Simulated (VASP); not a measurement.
# CuOs2 (P4/nmm) in VASP: relaxation of cell and atoms with PBE

Aim: the relaxation of cell and atoms of CuOs2 with PBE.

All numbers are computed with VASP 6.6.1; they aren't measurements. Logs are shortened: lines on timing, memory, paths and dates and some standing lists are left out, and cuts for length are marked.

## 1. The cell of the first run

The structure is tetragonal, space group P4/nmm (No. 129). The conventional cell has a = 3.728 Å, b = 3.728 Å, c = 6.254 Å, α = 90.00°, β = 90.00°, γ = 90.00°. Cu (site symmetry 4mm) has 9 Os at 2.46 to 2.69 Å within 3.2 Å. Os (site symmetry -4m2) has 8 Os at 2.64 Å and 4 Cu at 2.69 Å within 3.5 Å. Os (site symmetry 4mm) has 5 Cu at 2.46 to 2.64 Å and 4 Os at 2.64 Å within 3.2 Å.

## 2. Relaxation of cell and atoms, PBE

Input file INCAR:

```
SYSTEM = CuOs2
PREC = Accurate
ENCUT = 600
EDIFF = 1E-7
ISMEAR = 0
SIGMA = 0.1
LREAL = .False.
LASPH = .True.
NELM = 120
ALGO = Normal
ISIF = 3
LWAVE = .False.
LCHARG = .False.
GGA = PE
IBRION = 2
NSW = 100
EDIFFG = -0.01
GGA_COMPAT = .False.
NELMIN = 4
```

Input file KPOINTS:

```
regular mesh
0
Gamma
  10 10 6
  0 0 0
```

Input file POSCAR:

```
CuOs2
1.0
    3.7280901985      0.0000000000      0.0000000000
    0.0000000000      3.7280901985      0.0000000000
    0.0000000000      0.0000000000      6.2538080891
Cu Os
2 4
Direct
    0.0000000000      0.5000000000      0.6909616543
    0.5000000000      0.0000000000      0.3090383457
    0.0000000000      0.0000000000      0.0000000000
    0.5000000000      0.5000000000      0.0000000000
    0.0000000000      0.5000000000      0.2979030762
    0.5000000000      0.0000000000      0.7020969238
```

Potentials or basis: VASP PAW PBE potentials, release 64 (Cu, Os).

Run with:

```
$ cat potpaw_PBE.64/Cu/POTCAR potpaw_PBE.64/Os/POTCAR > POTCAR
$ mpirun -np 1 vasp_std > vasp.out
```

OUTCAR:

```text
SYSTEM = CuOs2
   PREC = Accurate
   ENCUT = 600
   EDIFF = 1E-7
   ISMEAR = 0
   LREAL = .False.
   LASPH = .True.
   NELM = 120
   ISIF = 3
   GGA = PE
   IBRION = 2
   NSW = 100
   EDIFFG = -0.01
   NELMIN = 4

 ion  position               nearest neighbor table
   1  0.000  0.500  0.691-   5 2.46   6 2.64   6 2.64   6 2.64   6 2.64   3 2.69   4 2.69   4 2.69
                             3 2.69
   2  0.500  0.000  0.309-   6 2.46   5 2.64   5 2.64   5 2.64   5 2.64   3 2.69   3 2.69   4 2.69
                             4 2.69
   3  0.000  0.000  0.000-   5 2.64   6 2.64   5 2.64   6 2.64   4 2.64   4 2.64   4 2.64   4 2.64
                             2 2.69   1 2.69   2 2.69   1 2.69
   4  0.500  0.500  0.000-   5 2.64   6 2.64   6 2.64   5 2.64   3 2.64   3 2.64   3 2.64   3 2.64
                             1 2.69   2 2.69   2 2.69   1 2.69
   5  0.000  0.500  0.298-   1 2.46   3 2.64   4 2.64   3 2.64   4 2.64   2 2.64   2 2.64   2 2.64
                             2 2.64
   6  0.500  0.000  0.702-   2 2.46   3 2.64   4 2.64   4 2.64   3 2.64   1 2.64   1 2.64   1 2.64
                             1 2.64

  LATTYP: Found a simple tetragonal cell.
 ALAT       =     3.7280901985
 C/A-ratio  =     1.6774830426

  Lattice vectors:

 A1 = (   3.7280901985,   0.0000000000,   0.0000000000)
 A2 = (   0.0000000000,   3.7280901985,   0.0000000000)
 A3 = (   0.0000000000,   0.0000000000,   6.2538080891)

Analysis of symmetry for initial positions (statically):
=====================================================================
 Subroutine PRICEL returns:
 Original cell was already a primitive cell.

 Routine SETGRP: Setting up the symmetry group for a
 simple tetragonal supercell.

 Subroutine GETGRP returns: Found 16 space group operations
 (whereof  8 operations were pure point group operations)
 out of a pool of 16 trial point group operations.

The static configuration has the point symmetry D_2d.
 The point group associated with its full space group is D_4h.

Analysis of symmetry for dynamics (positions and initial velocities):
=====================================================================
 Subroutine PRICEL returns:
 Original cell was already a primitive cell.

 Routine SETGRP: Setting up the symmetry group for a
 simple tetragonal supercell.

 Subroutine GETGRP returns: Found 16 space group operations
 (whereof  8 operations were pure point group operations)
 out of a pool of 16 trial point group operations.

The dynamic configuration has the point symmetry D_2d.
 The point group associated with its full space group is D_4h.

 Subroutine INISYM returns: Found 16 space group operations
 (whereof  8 operations are pure point group operations),
 and found     1 'primitive' translations

----------------------------------------------------------------------------------------

                                     Primitive cell

  volume of cell :      86.9195

  direct lattice vectors                    reciprocal lattice vectors
     3.728090198  0.000000000  0.000000000     0.268233853  0.000000000  0.000000000
     0.000000000  3.728090198  0.000000000     0.000000000  0.268233853  0.000000000
     0.000000000  0.000000000  6.253808089     0.000000000  0.000000000  0.159902572

  length of vectors
     3.728090198  3.728090198  6.253808089     0.268233853  0.268233853  0.159902572

  position of ions in fractional coordinates (direct lattice)
     0.000000000  0.500000000  0.690961654
     0.500000000  0.000000000  0.309038346
     0.000000000  0.000000000  0.000000000
     0.500000000  0.500000000  0.000000000
     0.000000000  0.500000000  0.297903076
     0.500000000  0.000000000  0.702096924

  ion indices of the primitive-cell ions
   primitive index   ion index
                 1           1
                 2           2
                 3           3
                 4           4
                 5           5
                 6           6

----------------------------------------------------------------------------------------

 KPOINTS: regular mesh

Automatic generation of k-mesh.
 Grid dimensions read from file:
 generate k-points for:   10   10    6

 Generating k-lattice:

  Cartesian coordinates                     Fractional coordinates (reciprocal lattice)
     0.026823385  0.000000000  0.000000000     0.100000000  0.000000000  0.000000000
     0.000000000  0.026823385  0.000000000     0.000000000  0.100000000  0.000000000
     0.000000000  0.000000000  0.026650429     0.000000000  0.000000000  0.166666667

  Length of vectors
     0.026823385  0.026823385  0.026650429

  Shift w.r.t. Gamma in fractional coordinates (k-lattice)
     0.000000000  0.000000000  0.000000000

 Subroutine IBZKPT returns following result:
 ===========================================

 Found     84 irreducible k-points:

 Following reciprocal coordinates:
            Coordinates               Weight
  0.000000  0.000000  0.000000      1.000000
  0.100000  0.000000  0.000000      4.000000
  0.200000  0.000000  0.000000      4.000000
  0.300000  0.000000  0.000000      4.000000
  0.400000  0.000000  0.000000      4.000000
  0.500000  0.000000  0.000000      2.000000
[... 16 lines left out ...]
  0.100000  0.000000  0.166667      8.000000
  0.200000  0.000000  0.166667      8.000000
 [... further k-points ...]
   k-points           NKPTS =     84   k-points in BZ     NKDIM =     84   number of bands    NBANDS=     32
   number of dos      NEDOS =    301   number of ions     NIONS =      6
   total plane-waves  NPLWV =  45000
   dimension x,y,z NGX =    30 NGY =   30 NGZ =   50
   dimension x,y,z NGXF=    60 NGYF=   60 NGZF=  100
   ions per type =               2   4
   NGX,Y,Z   is equivalent  to a cutoff of  13.38, 13.38, 13.29 a.u.
   NGXF,Y,Z  is equivalent  to a cutoff of  26.76, 26.76, 26.58 a.u.
 SYSTEM =  CuOs2
   PREC   = accura    normal or accurate (medium, high low for compatibility)
   ISTART =      0    job   : 0-new  1-cont  2-samecut
   ICHARG =      2    charge: 1-file 2-atom 10-const
   ISPIN  =      1    spin polarized calculation?
   LNONCOLLINEAR =      F non collinear calculations
   LSORBIT =      F    spin-orbit coupling
   LASPH  =      T    aspherical Exc in radial PAW
   ENCUT  =  600.0 eV  44.10 Ry    6.64 a.u.   7.45  7.45 12.49*2*pi/ulx,y,z
   NELM   =    120;   NELMIN=  4; NELMDL= -5     # of ELM steps
   EDIFF  = 0.1E-06   stopping-criterion for ELM
   LREAL  =      F    real-space projection
   EDIFFG = -.1E-01   stopping-criterion for IOM
   NSW    =    100    number of steps for IOM
   IBRION =      2    ionic relax: 0-MD 1-quasi-New 2-CG
   NFREE  =      1    steps in history (QN), initial steepest desc. (CG)
   ISIF   =      3    stress and relaxation
   ISYM   =      2    0-nonsym 1-usesym 2-fastsym
   POTIM  = 0.5000    time-step for ionic-motion
   TEBEG  =    0.0;   TEEND  =   0.0 temperature during run
   PSTRESS=    0.0 pullay stress
   NELECT =      54.0000    total number of electrons
   NUPDOWN=      -1.0000    fix difference up-down
   EMIN   =  10.00;   EMAX   =-10.00  energy-range for DOS
   EFERMI =   0.00;   METHOD = LEGACY
   ISMEAR =     0;   SIGMA  =   0.10  broadening in eV -4-tet -1-fermi 0-gaus
   EFERMI_NEDOS =   21; number of points for ismear=-14 and -15
   IALGO  =     38    algorithm
   IMIX   =      4    mixing-type and parameters
     AMIX     =   0.40;   BMIX     =  1.00
     AMIX_MAG =   1.60;   BMIX_MAG =  1.00
  volume/ion in A,a.u.               =      14.49        97.76
  Fermi-wavevector in a.u.,A,eV,Ry     =   1.396905  2.639768 26.549652  1.951344
  Thomas-Fermi vector in A             =   2.520214
   LORBIT       =      0    0 simple, 1 ext, 2 COOP (PROOUT), +10 PAW based schemes
   GGA     = PE    functional components
   LHFCALC =     F    Hartree Fock is set to
   AEXX    =    0.0000 exact exchange contribution
   IVDW    =     0    specifies the selected vdW correction
   LEPSILON=     F    determine dielectric tensor
   LRPA    =     F    only Hartree local field effects (RPA)
 conjugate gradient relaxation of ions
 non-spin polarized calculation
 Gauss-broadening in eV      SIGMA  =   0.10
  energy-cutoff  :      600.00
  volume of cell :       86.92
 maximum number of plane-waves:      2941
 NGX is ok and might be reduce to    30
   NGX = 15   NGY = 15   NGZ = 25

--------------------------------------- Ionic step        1  -------------------------------------------

 number of electron      54.0000049 magnetization

 Free energy of the ion-electron system (eV)
  ---------------------------------------------------
  ext. energy  EPLUGINS =         0.00000000
  ---------------------------------------------------
  free energy    TOTEN  =       -48.83571432 eV

  energy without entropy =      -48.80958903  energy(sigma->0) =      -48.82265167

------------------------ aborting loop because EDIFF is reached ----------------------------------------

  FORCE on cell =-STRESS in cart. coord.  units (eV):
  Direction    XX          YY          ZZ          XY          YZ          ZX
  --------------------------------------------------------------------------------------
  -------------------------------------------------------------------------------------
  Total        0.2160815      0.2160815      0.2819305      0.0000000      0.0000000      0.0000000
  in kB        3.9830052      3.9830052      5.1967909      0.0000000      0.0000000      0.0000000
  external PRESSURE =       4.3876004 kB  Pullay stress =       0.0000000 kB
[... 185 lines left out ...]
  energy  without entropy=      -48.8109734492  energy(sigma->0) =      -48.82391845

--------------------------------------- Ionic step        6  -------------------------------------------

 number of electron      54.0000048 magnetization

 Free energy of the ion-electron system (eV)
  ---------------------------------------------------
  ext. energy  EPLUGINS =         0.00000000
  ---------------------------------------------------
  free energy    TOTEN  =       -48.83686502 eV

  energy without entropy =      -48.81098672  energy(sigma->0) =      -48.82392587

 E-fermi :   7.6253     XC(G=0): -13.0630

 val. band max:        7.6008742649   @ k =   0.4000   0.2000   0.1667
 cond. band min:       7.6299480450   @ k =   0.4000   0.4000   0.1667
 fundamental gap:      0.0290737802
 Fermi energy:         7.6252941024

 k-point     1 :       0.0000    0.0000    0.0000
  band No.  band energies     occupation
      1      -2.3286      2.00000
      2       0.3003      2.00000
      3       0.7909      2.00000
      4       1.5008      2.00000
      5       1.8438      2.00000
      6       1.9283      2.00000
[... 829 lines left out ...]
     31       8.9694      0.00000
     32       9.4015      0.00000

 [... further k-points ...]

------------------------ aborting loop because EDIFF is reached ----------------------------------------

  FORCE on cell =-STRESS in cart. coord.  units (eV):
  Direction    XX          YY          ZZ          XY          YZ          ZX
  --------------------------------------------------------------------------------------
  -------------------------------------------------------------------------------------
  Total       -0.0015695     -0.0015695      0.0154791      0.0000000      0.0000000      0.0000000
  in kB       -0.0288728     -0.0288728      0.2847535      0.0000000      0.0000000      0.0000000
  external PRESSURE =       0.0756693 kB  Pullay stress =       0.0000000 kB
[... 21 lines left out ...]
  FREE ENERGIE OF THE ION-ELECTRON SYSTEM (eV)
  ---------------------------------------------------
  free  energy   TOTEN  =       -48.8368650179 eV

  energy  without entropy=      -48.8109867194  energy(sigma->0) =      -48.82392587

 reached required accuracy - stopping structural energy minimisation
```

Run time: 32 min. Hardware: 1 thread of Oxide Virtual Turin-like, shared host; peak memory 0.36 GiB.

Results:

| Item | Value |
| --- | --- |
| Free energy | -48.8369 eV |
| Relaxed volume | 14.52 Å³/atom |
| Relaxed cell | a = 3.729 Å, b = 3.729 Å, c = 6.263 Å, α = 90.00°, β = 90.00°, γ = 90.00° |
| Space group after relaxing (to 0.1 Å) | P4/nmm (No. 129) |
| Energy gained by relaxing | 0.2 meV/atom |
| Ionic steps | 6 |
| Pressure after relaxing | 0.0 GPa |
| Largest force after relaxing | 0.009 eV/Å |
| Band gap on the k mesh | zero (bands 27 and 28 overlap by 1.77 eV) |

Forces on the atoms (eV/Å):
```
Cu   0.000  0.000  0.005
Cu   0.000  0.000 -0.005
Os   0.000  0.000  0.000
Os   0.000  0.000  0.000
Os   0.000  0.000 -0.009
Os   0.000  0.000  0.009
```

The path:
| step | energy change (eV) | largest force (eV/Å) | pressure (GPa) | volume (Å³) |
| --- | --- | --- | --- | --- |
| 1 | 0.0000 | 0.0822 | 0.44 | 86.92 |
| 2 | 0.0008 | 0.1157 | -1.21 | 87.42 |
| 3 | -0.0004 | 0.0638 | -0.16 | 87.10 |
| 4 | -0.0009 | 0.0350 | -0.07 | 87.10 |
| 5 | -0.0011 | 0.0115 | 0.05 | 87.09 |
| 6 | -0.0012 | 0.0092 | 0.01 | 87.09 |

Final structure:
```xyz
6
Lattice="3.7291 0.0000 0.0000 0.0000 3.7291 0.0000 0.0000 0.0000 6.2631" Properties=species:S:1:pos:R:3 pbc="T T T"
Cu    3.7291    1.8645    4.3167
Cu    1.8645    0.0000    1.9463
Os    0.0000    0.0000    0.0000
Os    1.8645    1.8645    0.0000
Os    3.7291    1.8645    1.8615
Os    1.8645    0.0000    4.4016
```

Levels at points of the mesh, in eV from the Fermi level:
```tsv
k point	band 23	band 24	band 25	band 26	band 27	band 28	band 29	band 30	band 31	band 32
(0.00, 0.00, 0.00)	-0.69	0.27	0.31	0.43	1.06	1.06	1.24	1.24	1.60	1.61
(0.50, 0.00, 0.00)	-1.79	-1.79	-0.97	-0.97	-0.66	-0.66	-0.50	-0.50	1.32	1.32
(0.50, 0.50, 0.00)	-1.35	-1.35	-0.13	-0.13	0.31	0.31	0.83	0.83	1.56	1.56
(0.00, 0.00, 0.50)	-0.40	-0.40	-0.03	0.22	0.52	0.68	0.68	1.58	1.59	1.95
(0.50, 0.00, 0.50)	-1.54	-1.54	-0.89	-0.89	-0.61	-0.61	0.29	0.29	1.29	1.29
(0.50, 0.50, 0.50)	-1.53	-1.53	-0.78	-0.78	0.33	0.33	0.67	0.67	1.53	1.54
```

Caveat: spin-orbit coupling is left out, which moves the levels of the heavy elements.

The gap in the log of VASP goes by the Fermi energy; the results here count the filled bands.